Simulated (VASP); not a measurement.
# Al (P6_3/mmc) in VASP: further runs

Runs on Al. Level: PBEsol+D3(BJ). Tasks: single point.

Program: VASP 6.6.1. These are calculated values, not measurements. Logs are shortened: lines on timing, memory, paths and dates and some standing lists are left out, and cuts for length are marked.

## Step 1: The cell of the first run

The structure is hexagonal, space group P6_3/mmc (No. 194). Conventional cell: a = 2.672 Å, b = 2.672 Å, c = 4.624 Å, α = 90.00°, β = 90.00°, γ = 120.00°. Al (site symmetry -6m2) has 12 Al at 2.67 to 2.78 Å within 3.5 Å.

## Step 2: Single point, PBEsol+D3(BJ) (strain -0.050 along x and y, -0.050 along z)

Input file INCAR:

```
  ALGO = Fast
  EDIFF = 1E-6
  ENCUT = 520
  GGA = PS
  ISIF = 2
  ISMEAR = 0
  IVDW = 12
  LASPH = True
  LCHARG = False
  LREAL = False
  LWAVE = False
  NBANDS = 10
  NELM = 100
  PREC = Accurate
  SIGMA = 0.15
```

Input file KPOINTS:

```
k-points
0
Gamma
  18 18 10
```

Input file POSCAR:

```
Al
1.0
    2.6718325839      0.0000000000      0.0000000000
   -1.3359162919      2.3138748923      0.0000000000
    0.0000000000      0.0000000000      4.6235075000
Al
2
Direct
    0.6666666667      0.3333333333      0.7500000000
    0.3333333333      0.6666666667      0.2500000000
```

Potentials or basis: VASP PAW PBE potentials, release 64 (Al).

Run with:

```console
cat potpaw_PBE.64/Al/POTCAR > POTCAR
mpirun -np 1 vasp_std > vasp.out
```

OUTCAR:

```text
EDIFF = 1E-6
   ENCUT = 520
   GGA = PS
   ISIF = 2
   ISMEAR = 0
   IVDW = 12
   LASPH = True
   LREAL = False
   NELM = 100
   PREC = Accurate
 IVDW          = 12

 ion  position               nearest neighbor table
   1  0.667  0.333  0.750-   2 2.78   2 2.78   2 2.78   2 2.78   2 2.78   2 2.78
   2  0.333  0.667  0.250-   1 2.78   1 2.78   1 2.78   1 2.78   1 2.78   1 2.78

  LATTYP: Found a hexagonal cell.
 ALAT       =     2.6718325839
 C/A-ratio  =     1.7304630267

  Lattice vectors:

 A1 = (   2.6718325839,   0.0000000000,   0.0000000000)
 A2 = (  -1.3359162919,   2.3138748923,   0.0000000000)
 A3 = (   0.0000000000,   0.0000000000,   4.6235075000)

Analysis of symmetry for initial positions (statically):
=====================================================================
 Subroutine PRICEL returns:
 Original cell was already a primitive cell.

 Routine SETGRP: Setting up the symmetry group for a
 hexagonal supercell.

 Subroutine GETGRP returns: Found 24 space group operations
 (whereof 12 operations were pure point group operations)
 out of a pool of 24 trial point group operations.

The static configuration has the point symmetry D_3d.
 The point group associated with its full space group is D_6h.

Analysis of symmetry for dynamics (positions and initial velocities):
=====================================================================
 Subroutine PRICEL returns:
 Original cell was already a primitive cell.

 Routine SETGRP: Setting up the symmetry group for a
 hexagonal supercell.

 Subroutine GETGRP returns: Found 24 space group operations
 (whereof 12 operations were pure point group operations)
 out of a pool of 24 trial point group operations.

The dynamic configuration has the point symmetry D_3d.
 The point group associated with its full space group is D_6h.

 Subroutine INISYM returns: Found 24 space group operations
 (whereof 12 operations are pure point group operations),
 and found     1 'primitive' translations

----------------------------------------------------------------------------------------

                                     Primitive cell

  volume of cell :      28.5838

  direct lattice vectors                    reciprocal lattice vectors
     2.671832584  0.000000000  0.000000000     0.374274947  0.216087742  0.000000000
    -1.335916292  2.313874892  0.000000000     0.000000000  0.432175483  0.000000000
     0.000000000  0.000000000  4.623507500     0.000000000  0.000000000  0.216286012

  length of vectors
     2.671832584  2.671832584  4.623507500     0.432175483  0.432175483  0.216286012

  position of ions in fractional coordinates (direct lattice)
     0.666666667  0.333333333  0.750000000
     0.333333333  0.666666667  0.250000000

  ion indices of the primitive-cell ions
   primitive index   ion index
                 1           1
                 2           2

----------------------------------------------------------------------------------------

 KPOINTS: k-points

Automatic generation of k-mesh.
 Grid dimensions read from file:
 generate k-points for:   18   18   10

 Generating k-lattice:

  Cartesian coordinates                     Fractional coordinates (reciprocal lattice)
     0.020793053  0.012004875  0.000000000     0.055555556  0.000000000  0.000000000
     0.000000000  0.024009749  0.000000000     0.000000000  0.055555556  0.000000000
     0.000000000  0.000000000  0.021628601     0.000000000  0.000000000  0.100000000

  Length of vectors
     0.024009749  0.024009749  0.021628601

  Shift w.r.t. Gamma in fractional coordinates (k-lattice)
     0.000000000  0.000000000  0.000000000

 Subroutine IBZKPT returns following result:
 ===========================================

 Found    222 irreducible k-points:

 Following reciprocal coordinates:
            Coordinates               Weight
  0.000000  0.000000  0.000000      1.000000
  0.055556  0.000000  0.000000      6.000000
  0.111111  0.000000  0.000000      6.000000
  0.166667  0.000000  0.000000      6.000000
  0.222222  0.000000  0.000000      6.000000
  0.277778  0.000000  0.000000      6.000000
[... 16 lines left out ...]
  0.333333  0.111111  0.000000     12.000000
  0.388889  0.111111  0.000000     12.000000
 [... further k-points ...]
   k-points           NKPTS =    222   k-points in BZ     NKDIM =    222   number of bands    NBANDS=     10
   number of dos      NEDOS =    301   number of ions     NIONS =      2
   total plane-waves  NPLWV =  14400
   dimension x,y,z NGX =    20 NGY =   20 NGZ =   36
   dimension x,y,z NGXF=    40 NGYF=   40 NGZF=   72
   ions per type =               2
   NGX,Y,Z   is equivalent  to a cutoff of  12.44, 12.44, 12.94 a.u.
   NGXF,Y,Z  is equivalent  to a cutoff of  24.89, 24.89, 25.89 a.u.
 SYSTEM =  unknown system
   PREC   = accura    normal or accurate (medium, high low for compatibility)
   ISTART =      0    job   : 0-new  1-cont  2-samecut
   ICHARG =      2    charge: 1-file 2-atom 10-const
   ISPIN  =      1    spin polarized calculation?
   LNONCOLLINEAR =      F non collinear calculations
   LSORBIT =      F    spin-orbit coupling
   LASPH  =      T    aspherical Exc in radial PAW
   ENCUT  =  520.0 eV  38.22 Ry    6.18 a.u.   4.97  4.97  8.60*2*pi/ulx,y,z
   NELM   =    100;   NELMIN=  2; NELMDL= -5     # of ELM steps
   EDIFF  = 0.1E-05   stopping-criterion for ELM
   LREAL  =      F    real-space projection
   EDIFFG = 0.1E-04   stopping-criterion for IOM
   NSW    =      0    number of steps for IOM
   IBRION =     -1    ionic relax: 0-MD 1-quasi-New 2-CG
   NFREE  =      0    steps in history (QN), initial steepest desc. (CG)
   ISIF   =      2    stress and relaxation
   ISYM   =      2    0-nonsym 1-usesym 2-fastsym
   POTIM  = 0.5000    time-step for ionic-motion
   TEBEG  =    0.0;   TEEND  =   0.0 temperature during run
   PSTRESS=    0.0 pullay stress
   NELECT =       6.0000    total number of electrons
   NUPDOWN=      -1.0000    fix difference up-down
   EMIN   =  10.00;   EMAX   =-10.00  energy-range for DOS
   EFERMI =   0.00;   METHOD = LEGACY
   ISMEAR =     0;   SIGMA  =   0.15  broadening in eV -4-tet -1-fermi 0-gaus
   EFERMI_NEDOS =   21; number of points for ismear=-14 and -15
   IALGO  =     68    algorithm
   IMIX   =      4    mixing-type and parameters
     AMIX     =   0.40;   BMIX     =  1.00
     AMIX_MAG =   1.60;   BMIX_MAG =  1.00
  volume/ion in A,a.u.               =      14.29        96.45
  Fermi-wavevector in a.u.,A,eV,Ry     =   0.972938  1.838586 12.879380  0.946608
  Thomas-Fermi vector in A             =   2.103277
   LORBIT       =      0    0 simple, 1 ext, 2 COOP (PROOUT), +10 PAW based schemes
   GGA     = PS    functional components
   LHFCALC =     F    Hartree Fock is set to
   AEXX    =    0.0000 exact exchange contribution
   IVDW    =    12    specifies the selected vdW correction
   LEPSILON=     F    determine dielectric tensor
   LRPA    =     F    only Hartree local field effects (RPA)
 non-spin polarized calculation
 RMM-DIIS sequential band-by-band and
 Gauss-broadening in eV      SIGMA  =   0.15
  energy-cutoff  :      520.00
  volume of cell :       28.58
 maximum number of plane-waves:       789
 NGX is ok and might be reduce to    20
   NGX =  9   NGY =  9   NGZ = 17

 number of electron       6.0000000 magnetization

 Free energy of the ion-electron system (eV)
  ---------------------------------------------------
  ext. energy  EPLUGINS =         0.00000000
  ---------------------------------------------------
  free energy    TOTEN  =        -7.94566806 eV

  energy without entropy =       -7.93811725  energy(sigma->0) =       -7.94189265

 E-fermi :   9.5288     XC(G=0): -10.7924

 val. band max:        9.5268124856   @ k =   0.3333  -0.0000   0.0000
 cond. band min:       9.5434034891   @ k =   0.4444   0.0000   0.0000
 fundamental gap:      0.0165910035
 Fermi energy:         9.5287708800

 k-point     1 :       0.0000    0.0000    0.0000
  band No.  band energies     occupation
      1      -2.6339      2.00000
      2       4.0152      2.00000
      3       4.2031      2.00000
      4      21.3809      0.00000
      5      22.0930      0.00000
      6      22.0930      0.00000
      7      22.3376      0.00000
      8      22.3376      0.00000
      9      23.6348      0.00000
     10      25.8784      0.00000

 k-point     2 :       0.0556    0.0000    0.0000
  band No.  band energies     occupation
      1      -2.5487      2.00000
      2       4.0937      2.00000
      3       4.2856      2.00000
      4      20.1126      0.00000
      5      21.0462      0.00000
      6      21.4864      0.00000
      7      22.6807      0.00000
      8      23.4680      0.00000
      9      23.6964      0.00000
     10      26.1796      0.00000

 k-point     3 :       0.1111    0.0000    0.0000
  band No.  band energies     occupation
      1      -2.2935      2.00000
      2       4.3294      2.00000
      3       4.5317      2.00000
      4      17.8526      0.00000
      5      20.0120      0.00000
      6      20.8598      0.00000
      7      22.2975      0.00000
      8      23.7899      0.00000
      9      24.1271      0.00000
     10      24.5097      0.00000

 k-point     4 :       0.1667    0.0000    0.0000
  band No.  band energies     occupation
      1      -1.8695      2.00000
      2       4.7222      2.00000
      3       4.9374      2.00000
      4      15.5684      0.00000
      5      19.1115      0.00000
      6      19.7613      0.00000
      7      21.6609      0.00000
      8      21.7109      0.00000
      9      24.0512      0.00000
     10      24.2581      0.00000
[... 222 lines left out ...]
 k-point    22 :       0.2778    0.1111    0.0000
  band No.  band energies     occupation
      1       0.6423      2.00000
      2       7.0826      2.00000
      3       7.1198      2.00000
      4       9.7344      0.05258
      5      13.5175      0.00000
      6      15.6358      0.00000
      7      16.4730      0.00000
      8      20.0031      0.00000
      9      20.2861      0.00000
     10      22.2998      0.00000

 k-point    23 :       0.3333    0.1111    0.0000
  band No.  band energies     occupation
      1       1.7129      2.00000
      2       7.1002      2.00000
      3       8.1044      2.00000
      4       8.9306      2.00000
      5      12.8107      0.00000
      6      13.8340      0.00000
      7      15.1886      0.00000
      8      19.5877      0.00000
      9      19.9770      0.00000
     10      22.0010      0.00000

 k-point    24 :       0.3889    0.1111    0.0000
  band No.  band energies     occupation
      1       2.9330      2.00000
      2       5.7566      2.00000
      3       9.2741      1.98366
      4       9.6921      0.12357
      5      11.9139      0.00000
      6      12.1926      0.00000
      7      14.3973      0.00000
      8      19.3403      0.00000
      9      19.7870      0.00000
     10      21.8099      0.00000

 [... further k-points ...]

------------------------ aborting loop because EDIFF is reached ----------------------------------------

 Edisp (eV)   -0.73456

 E8    (eV) :    -0.4947

  FORCE on cell =-STRESS in cart. coord.  units (eV):
  Direction    XX          YY          ZZ          XY          YZ          ZX
  --------------------------------------------------------------------------------------
  -------------------------------------------------------------------------------------
  Total       2.20064     2.20064     1.13132     0.00000     0.00000    -0.00000
  in kB     123.34992   123.34992    63.41282     0.00000     0.00000    -0.00000
  external pressure =      103.37 kB  Pullay stress =        0.00 kB

 VOLUME and BASIS-vectors are now :
 -----------------------------------------------------------------------------
  energy-cutoff  :      520.00
  volume of cell :       28.58
      direct lattice vectors                 reciprocal lattice vectors
     2.671832584  0.000000000  0.000000000     0.374274947  0.216087742  0.000000000
    -1.335916292  2.313874892  0.000000000     0.000000000  0.432175483  0.000000000
     0.000000000  0.000000000  4.623507500     0.000000000  0.000000000  0.216286012

 POSITION                                       TOTAL-FORCE (eV/Angst)
 -----------------------------------------------------------------------------------
      1.33592      0.77129      3.46763        -0.000000     -0.000000      0.000000
     -0.00000      1.54258      1.15588         0.000000      0.000000      0.000000
 -----------------------------------------------------------------------------------
    total drift:                                0.000000     -0.000000      0.000000

  FREE ENERGIE OF THE ION-ELECTRON SYSTEM (eV)
  ---------------------------------------------------
  free  energy   TOTEN  =        -8.6802279249 eV

  energy  without entropy=       -8.6726771156  energy(sigma->0) =       -8.67645252
```

Wall time 34 s (1 thread of Intel Xeon 6975P-C, shared host); peak memory 0.18 GiB.

Results:

```yaml
Free_energy: -8.6802 eV
Pressure: 10.3 GPa
Band_gap_on_the_k_mesh: zero (band 3 reaches 13.48 eV, above the bottom of band 4 at 6.28 eV)
Dispersion_energy_per_atom: -0.367 eV
```

Caveat: the cell differs from its parent crystal (strain -0.050 along x and y, -0.050 along z); the PAW data sets were made with another functional, which shifts forces and pressure a little; pairwise dispersion overbinds metals, which lowers pressure and volume.

## Step 3: Single point, PBEsol+D3(BJ) (strain -0.050 along x and y, -0.025 along z)

Input file INCAR:

```
SYSTEM = Al
ALGO = Fast
EDIFF = 1E-6
ENCUT = 520
GGA = PS
ISIF = 2
ISMEAR = 0
IVDW = 12
LASPH = .True.
LCHARG = .False.
LREAL = .False.
LWAVE = .False.
NBANDS = 10
NELM = 80
PREC = Accurate
SIGMA = 0.15
```

Input file KPOINTS:

```
k-points
0
Gamma
  18 18 10
  0 0 0
```

POSCAR, as its differences from that of step 2:

```diff
@@ -4,3 +4,3 @@
    -1.3359162919      2.3138748923      0.0000000000
-    0.0000000000      0.0000000000      4.6235075000
+    0.0000000000      0.0000000000      4.7451787500
 Al
```

Potentials or basis: VASP PAW PBE potentials, release 64 (Al).

Run with:

```console
cat potpaw_PBE.64/Al/POTCAR > POTCAR
mpirun -np 1 vasp_std > vasp.out
```

OUTCAR:

```text
SYSTEM = Al
   EDIFF = 1E-6
   ENCUT = 520
   GGA = PS
   ISIF = 2
   ISMEAR = 0
   IVDW = 12
   LASPH = .True.
   LREAL = .False.
   NELM = 80
   PREC = Accurate
 IVDW          = 12

 ion  position               nearest neighbor table
   1  0.667  0.333  0.750-   2 2.83   2 2.83   2 2.83   2 2.83   2 2.83   2 2.83
   2  0.333  0.667  0.250-   1 2.83   1 2.83   1 2.83   1 2.83   1 2.83   1 2.83

  LATTYP: Found a hexagonal cell.
 ALAT       =     2.6718325839
 C/A-ratio  =     1.7760015274

  Lattice vectors:

 A1 = (   2.6718325839,   0.0000000000,   0.0000000000)
 A2 = (  -1.3359162919,   2.3138748923,   0.0000000000)
 A3 = (   0.0000000000,   0.0000000000,   4.7451787500)

Analysis of symmetry for initial positions (statically):
=====================================================================
 Subroutine PRICEL returns:
 Original cell was already a primitive cell.

 Routine SETGRP: Setting up the symmetry group for a
 hexagonal supercell.

 Subroutine GETGRP returns: Found 24 space group operations
 (whereof 12 operations were pure point group operations)
 out of a pool of 24 trial point group operations.

The static configuration has the point symmetry D_3d.
[... 174 lines left out ...]
      1      -2.7436      2.00000
      2       3.6297      2.00000
      3       3.7037      2.00000
      4      20.4257      0.00000
      5      21.9840      0.00000
      6      21.9840      0.00000
      7      22.1209      0.00000
      8      22.2488      0.00000
      9      22.2488      0.00000
     10      25.6689      0.00000
[... 287 lines left out ...]
 k-point    24 :       0.3889    0.1111    0.0000
  band No.  band energies     occupation
      1       2.8253      2.00000
      2       5.6417      2.00000
      3       8.9884      1.95431
      4       9.1541      1.33732
      5      11.5261      0.00000
      6      11.9202      0.00000
      7      14.0450      0.00000
      8      19.0984      0.00000
      9      19.1580      0.00000
     10      21.6132      0.00000

 [... further k-points ...]

------------------------ aborting loop because EDIFF is reached ----------------------------------------

 Edisp (eV)   -0.71539

 E8    (eV) :    -0.4817

  FORCE on cell =-STRESS in cart. coord.  units (eV):
  Direction    XX          YY          ZZ          XY          YZ          ZX
  --------------------------------------------------------------------------------------
  -------------------------------------------------------------------------------------
  Total       1.97601     1.97601     0.28328     0.00000    -0.00000     0.00000
  in kB     107.91888   107.91888    15.47114     0.00000    -0.00000     0.00000
  external pressure =       77.10 kB  Pullay stress =        0.00 kB

 VOLUME and BASIS-vectors are now :
 -----------------------------------------------------------------------------
  energy-cutoff  :      520.00
  volume of cell :       29.34
      direct lattice vectors                 reciprocal lattice vectors
     2.671832584  0.000000000  0.000000000     0.374274947  0.216087742  0.000000000
    -1.335916292  2.313874892  0.000000000     0.000000000  0.432175483  0.000000000
     0.000000000  0.000000000  4.745178750     0.000000000  0.000000000  0.210740217

 POSITION                                       TOTAL-FORCE (eV/Angst)
 -----------------------------------------------------------------------------------
      1.33592      0.77129      3.55888        -0.000000      0.000000      0.000000
     -0.00000      1.54258      1.18629         0.000000     -0.000000      0.000000
 -----------------------------------------------------------------------------------
    total drift:                                0.000000     -0.000000      0.000000

  FREE ENERGIE OF THE ION-ELECTRON SYSTEM (eV)
  ---------------------------------------------------
  free  energy   TOTEN  =        -8.6988226157 eV

  energy  without entropy=       -8.6912007719  energy(sigma->0) =       -8.69501169
```

Wall time 31 s (1 thread of Intel Xeon 6975P-C, shared host); peak memory 0.18 GiB.

Results:

```yaml
Free_energy: -8.6988 eV
Pressure: 7.7 GPa
Band_gap_on_the_k_mesh: zero (band 3 reaches 12.88 eV, above the bottom of band 4 at 6.09 eV)
Dispersion_energy_per_atom: -0.358 eV
```

Caveat: the cell differs from its parent crystal (strain -0.050 along x and y, -0.025 along z); the PAW data sets were made with another functional, which shifts forces and pressure a little; pairwise dispersion overbinds metals, which lowers pressure and volume.

(Continued in part 2 of 2.)
